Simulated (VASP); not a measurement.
# Fe3Rh (Fm-3m) in VASP: a series of runs

Fe3Rh is run at these levels: LDA; tasks: single point.

All numbers are computed with VASP 6.6.1; they aren't measurements. Logs are shortened: lines on timing, memory, paths and dates and some standing lists are left out, and cuts for length are marked.

### Step 1. The cell of the first run

The structure is cubic, space group Fm-3m (No. 225). Conventional cell: a = 5.861 Å, b = 5.861 Å, c = 5.861 Å, α = 90.00°, β = 90.00°, γ = 90.00°. Within 3.3 Å of Fe (site symmetry -43m) lie 10 Fe at 2.54 to 2.93 Å and 4 Rh at 2.54 Å. Fe (site symmetry m-3m) has 8 Fe at 2.54 Å and 6 Rh at 2.93 Å within 3.3 Å. Rh (site symmetry m-3m) has 14 Fe at 2.54 to 2.93 Å within 3.3 Å.

### Step 2. Single point, LDA, collinear spin, ferromagnetic start

Input file INCAR:

```
SYSTEM = Fe3Rh
PREC = Accurate ; ENCUT = 520
EDIFF = 1E-6 ; ISMEAR = -1
SIGMA = 0.1 ; LREAL = .False.
LASPH = .True. ; NELM = 150
ALGO = Normal ; ISIF = 2
LWAVE = .False. ; LCHARG = .False.
ISPIN = 2 ; MAGMOM = 3.5 3.5 3.5 0
LORBIT = 11 ; LMAXMIX = 4
NBANDS = 32
```

Input file KPOINTS:

```
regular mesh
0
Gamma
  8 8 8
  0 0 0
```

Input file POSCAR:

```
Fe3Rh
1.0
    4.1442160000      0.0000000000      0.0000000000
    2.0721080000      3.5889963348      0.0000000000
    2.0721080000      1.1963321116      3.3837381946
Fe Rh
3 1
Direct
    0.7500000000      0.7500000000      0.7500000000
    0.2500000000      0.2500000000      0.2500000000
    0.0000000000      0.0000000000      0.0000000000
    0.5000000000      0.5000000000      0.5000000000
```

Potentials or basis: VASP PAW LDA potentials, release 64 (Fe, Rh_pv).

Command:

```
$ cat potpaw_LDA.64/Fe/POTCAR potpaw_LDA.64/Rh_pv/POTCAR > POTCAR
$ mpirun -np 1 vasp_std > vasp.out
```

OUTCAR:

```text
SYSTEM = Fe3Rh
   PREC = Accurate
   ENCUT = 520
   EDIFF = 1E-6
   ISMEAR = -1
   LREAL = .False.
   LASPH = .True.
   NELM = 150
   ISIF = 2
   ISPIN = 2
   LORBIT = 11

 ion  position               nearest neighbor table
   1  0.750  0.750  0.750-   4 2.54   3 2.54   3 2.54   4 2.54   4 2.54   3 2.54   3 2.54   4 2.54
                             2 2.93   2 2.93   2 2.93   2 2.93   2 2.93   2 2.93
   2  0.250  0.250  0.250-   3 2.54   4 2.54   3 2.54   4 2.54   3 2.54   4 2.54   4 2.54   3 2.54
                             1 2.93   1 2.93   1 2.93   1 2.93   1 2.93   1 2.93
   3  0.000  0.000  0.000-   1 2.54   2 2.54   1 2.54   2 2.54   1 2.54   2 2.54   2 2.54   1 2.54
                             4 2.93   4 2.93   4 2.93   4 2.93   4 2.93   4 2.93
   4  0.500  0.500  0.500-   2 2.54   1 2.54   1 2.54   2 2.54   2 2.54   1 2.54   1 2.54   2 2.54
                             3 2.93   3 2.93   3 2.93   3 2.93   3 2.93   3 2.93

  LATTYP: Found a face centered cubic cell.
 ALAT       =     5.8608064726

  Lattice vectors:

 A1 = (   4.1442160000,   0.0000000000,   0.0000000000)
 A2 = (   2.0721080000,   3.5889963348,   0.0000000000)
 A3 = (   2.0721080000,   1.1963321116,   3.3837381946)

Analysis of symmetry for initial positions (statically):
=====================================================================
 Subroutine PRICEL returns:
 Original cell was already a primitive cell.

 Routine SETGRP: Setting up the symmetry group for a
 face centered cubic supercell.

 Subroutine GETGRP returns: Found 48 space group operations
 (whereof 48 operations were pure point group operations)
 out of a pool of 48 trial point group operations.

The static configuration has the point symmetry O_h .

Analysis of symmetry for dynamics (positions and initial velocities):
=====================================================================
 Subroutine PRICEL returns:
 Original cell was already a primitive cell.

 Routine SETGRP: Setting up the symmetry group for a
 face centered cubic supercell.

 Subroutine GETGRP returns: Found 48 space group operations
 (whereof 48 operations were pure point group operations)
 out of a pool of 48 trial point group operations.

The dynamic configuration has the point symmetry O_h .

Analysis of structural, dynamic, and magnetic symmetry:
=====================================================================
 Subroutine PRICEL returns:
 Original cell was already a primitive cell.

 Routine SETGRP: Setting up the symmetry group for a
 face centered cubic supercell.

 Subroutine GETGRP returns: Found 48 space group operations
 (whereof 48 operations were pure point group operations)
 out of a pool of 48 trial point group operations.

The overall configuration has the point symmetry O_h .

 Subroutine INISYM returns: Found 48 space group operations
 (whereof 48 operations are pure point group operations),
 and found     1 'primitive' translations

----------------------------------------------------------------------------------------

                                     Primitive cell

  volume of cell :      50.3283

  direct lattice vectors                    reciprocal lattice vectors
     4.144216000  0.000000000  0.000000000     0.241300164 -0.139314715 -0.098510379
     2.072108000  3.588996335  0.000000000     0.000000000  0.278629429 -0.098510379
     2.072108000  1.196332112  3.383738195     0.000000000  0.000000000  0.295531138

  length of vectors
     4.144216000  4.144216000  4.144216000     0.295531138  0.295531138  0.295531138

  position of ions in fractional coordinates (direct lattice)
     0.750000000  0.750000000  0.750000000
     0.250000000  0.250000000  0.250000000
     0.000000000  0.000000000  0.000000000
     0.500000000  0.500000000  0.500000000

  ion indices of the primitive-cell ions
   primitive index   ion index
                 1           1
                 2           2
                 3           3
                 4           4

----------------------------------------------------------------------------------------

 KPOINTS: regular mesh

Automatic generation of k-mesh.
 Grid dimensions read from file:
 generate k-points for:    8    8    8

 Generating k-lattice:

  Cartesian coordinates                     Fractional coordinates (reciprocal lattice)
[... 22 lines left out ...]
  0.125000  0.125000 -0.000000      6.000000
[... 16 lines left out ...]
  0.500000  0.250000  0.125000     48.000000
 -0.375000  0.250000  0.125000     24.000000
 [... further k-points ...]
   k-points           NKPTS =     29   k-points in BZ     NKDIM =     29   number of bands    NBANDS=     32
   number of dos      NEDOS =    301   number of ions     NIONS =      4
   total plane-waves  NPLWV =  32768
   dimension x,y,z NGX =    32 NGY =   32 NGZ =   32
   dimension x,y,z NGXF=    64 NGYF=   64 NGZF=   64
   ions per type =               3   1
   NGX,Y,Z   is equivalent  to a cutoff of  12.84, 12.84, 12.84 a.u.
   NGXF,Y,Z  is equivalent  to a cutoff of  25.67, 25.67, 25.67 a.u.
 SYSTEM =  Fe3Rh
   PREC   = accura    normal or accurate (medium, high low for compatibility)
   ISTART =      0    job   : 0-new  1-cont  2-samecut
   ICHARG =      2    charge: 1-file 2-atom 10-const
   ISPIN  =      2    spin polarized calculation?
   LNONCOLLINEAR =      F non collinear calculations
   LSORBIT =      F    spin-orbit coupling
   LASPH  =      T    aspherical Exc in radial PAW
   ENCUT  =  520.0 eV  38.22 Ry    6.18 a.u.   7.71  7.71  7.71*2*pi/ulx,y,z
   NELM   =    150;   NELMIN=  2; NELMDL= -5     # of ELM steps
   EDIFF  = 0.1E-05   stopping-criterion for ELM
   LREAL  =      F    real-space projection
   EDIFFG = 0.1E-04   stopping-criterion for IOM
   NSW    =      0    number of steps for IOM
   IBRION =     -1    ionic relax: 0-MD 1-quasi-New 2-CG
   NFREE  =      0    steps in history (QN), initial steepest desc. (CG)
   ISIF   =      2    stress and relaxation
   ISYM   =      2    0-nonsym 1-usesym 2-fastsym
   POTIM  = 0.5000    time-step for ionic-motion
   TEBEG  =    0.0;   TEEND  =   0.0 temperature during run
   PSTRESS=    0.0 pullay stress
   NELECT =      39.0000    total number of electrons
   NUPDOWN=      -1.0000    fix difference up-down
   EMIN   =  10.00;   EMAX   =-10.00  energy-range for DOS
   EFERMI =   0.00;   METHOD = LEGACY
   ISMEAR =    -1;   SIGMA  =   0.10  broadening in eV -4-tet -1-fermi 0-gaus
   EFERMI_NEDOS =   21; number of points for ismear=-14 and -15
   IALGO  =     38    algorithm
   IMIX   =      4    mixing-type and parameters
     AMIX     =   0.40;   BMIX     =  1.00
     AMIX_MAG =   1.60;   BMIX_MAG =  1.00
  volume/ion in A,a.u.               =      12.58        84.91
  Fermi-wavevector in a.u.,A,eV,Ry     =   1.503692  2.841566 30.764005  2.261091
  Thomas-Fermi vector in A             =   2.614769
   LORBIT       =     11    0 simple, 1 ext, 2 COOP (PROOUT), +10 PAW based schemes
   GGA     = CA    functional components
   LHFCALC =     F    Hartree Fock is set to
   AEXX    =    0.0000 exact exchange contribution
   IVDW    =     0    specifies the selected vdW correction
   LEPSILON=     F    determine dielectric tensor
   LRPA    =     F    only Hartree local field effects (RPA)
 spin polarized calculation
  energy-cutoff  :      520.00
  volume of cell :       50.33
 maximum number of plane-waves:      1366
   NGX = 15   NGY = 15   NGZ = 15

 number of electron      39.0000000 magnetization      10.5000000

 number of electron      39.0000017 magnetization       8.7806882

 Free energy of the ion-electron system (eV)
  ---------------------------------------------------
  ext. energy  EPLUGINS =         0.00000000
  ---------------------------------------------------
  free energy    TOTEN  =       -35.81916391 eV

  energy without entropy =      -35.69953055  energy(sigma->0) =      -35.75934723

 E-fermi :   7.0495     XC(G=0): -13.3720

 val. band max:        7.0469680871   @ k =  -0.2500   0.2500  -0.0000
 cond. band min:       7.0614698822   @ k =   0.5000   0.3750  -0.0000
 fundamental gap:      0.0145017951
 Fermi energy:         7.0494760826

 spin component 1

 k-point     1 :       0.0000    0.0000    0.0000
  band No.  band energies     occupation
      1     -39.5693      1.00000
      2     -39.5693      1.00000
      3     -39.5693      1.00000
      4      -1.3467      1.00000
      5       1.8103      1.00000
      6       1.8103      1.00000
[... 805 lines left out ...]
     30      18.5423      0.00000
     31      19.1699      0.00000

 [... further k-points ...]

 spin component 2

 k-point     1 :       0.0000    0.0000    0.0000
  band No.  band energies     occupation
      1     -38.9159      1.00000
      2     -38.9159      1.00000
      3     -38.9159      1.00000
      4      -0.9443      1.00000
      5       3.0539      1.00000
      6       3.0539      1.00000
[... 805 lines left out ...]
     30      19.4180      0.00000
     31      20.0172      0.00000

 [... further k-points ...]

 [bands above 31 left out]

------------------------ aborting loop because EDIFF is reached ----------------------------------------

  FORCE on cell =-STRESS in cart. coord.  units (eV):
  Direction    XX          YY          ZZ          XY          YZ          ZX
  --------------------------------------------------------------------------------------
  -------------------------------------------------------------------------------------
  Total       -4.7068124     -4.7068124     -4.7068124     -0.0000000     -0.0000000     -0.0000000
  in kB     -149.8391581   -149.8391581   -149.8391581     -0.0000000     -0.0000000     -0.0000000
  external PRESSURE =    -149.8391581 kB  Pullay stress =       0.0000000 kB

 VOLUME and BASIS-vectors are now :
 -----------------------------------------------------------------------------
  energy-cutoff  :      520.00
  volume of cell :       50.33
      direct lattice vectors                 reciprocal lattice vectors
     4.144216000  0.000000000  0.000000000     0.241300164 -0.139314715 -0.098510379
     2.072108000  3.588996335  0.000000000     0.000000000  0.278629429 -0.098510379
     2.072108000  1.196332112  3.383738195     0.000000000  0.000000000  0.295531138

 POSITION                                       TOTAL-FORCE (eV/Angst)
 -----------------------------------------------------------------------------------
      6.21632      3.58900      2.53780         0.000000     -0.000000      0.000000
      2.07211      1.19633      0.84593        -0.000000      0.000000     -0.000000
      0.00000      0.00000      0.00000         0.000000     -0.000000     -0.000000
      4.14422      2.39266      1.69187         0.000000     -0.000000     -0.000000
 -----------------------------------------------------------------------------------
    total drift:                                0.000000      0.000000     -0.000000

  FREE ENERGIE OF THE ION-ELECTRON SYSTEM (eV)
  ---------------------------------------------------
  free  energy   TOTEN  =       -35.8191639067 eV

  energy  without entropy=      -35.6995305460  energy(sigma->0) =      -35.75934723

 total charge

# of ion       s       p       d       tot
------------------------------------------
    1        0.471   0.490   6.174   7.135
    2        0.471   0.490   6.174   7.135
    3        0.436   0.455   6.243   7.134
    4        0.429   6.311   7.109  13.848
--------------------------------------------------
tot          1.807   7.746  25.699  35.252

 magnetization (x)

# of ion       s       p       d       tot
------------------------------------------
    1        0.004  -0.018   2.710   2.696
    2        0.004  -0.018   2.710   2.696
    3       -0.004  -0.015   2.474   2.456
    4       -0.024  -0.032   0.895   0.840
--------------------------------------------------
tot         -0.019  -0.083   8.790   8.688
```

It took 96 s on 1 thread of Intel Xeon Platinum 8488C (Sapphire Rapids), shared host; peak memory 0.21 GiB.

What came out:

```
Free energy                                           : -35.8192 eV
Pressure                                              : -15.0 GPa
Net moment                                            : 8.78 μB per cell
Site moments                                          : Fe +2.70, +2.46 (each value once); Rh +0.84 μB
Valence electrons inside the program's atomic spheres : Fe 7.13; Rh 13.85
```

Levels at points of the mesh, in eV from the Fermi level:
Spin up:
```csv
k point,band 20,band 21,band 22,band 23,band 24,band 25,band 26,band 27,band 28,band 29
"(0.00, 0.00, 0.00)",-0.63,-0.63,-0.16,-0.16,-0.16,7.58,7.58,7.58,8.55,8.94
"(0.50, 0.00, 0.00)",-0.94,-0.94,-0.74,-0.74,-0.39,-0.03,6.60,6.60,7.19,7.19
"(0.50, 0.50, 0.00)",-1.19,-0.73,-0.39,0.14,0.14,0.31,0.31,0.56,6.86,7.37
```
Spin down:
```tsv
k point	band 12	band 13	band 14	band 15	band 16	band 17	band 18	band 19
(0.00, 0.00, 0.00)	-1.64	-0.64	-0.64	-0.64	0.72	0.72	1.40	1.40
(0.50, 0.00, 0.00)	-1.71	-1.36	-1.21	-1.21	0.74	0.74	1.08	1.08
(0.50, 0.50, 0.00)	-0.53	-0.53	-0.16	-0.16	0.25	0.64	0.71	0.71
```

Caveat: the cell stands under tension.

(Part 1 of 2 ends here.)
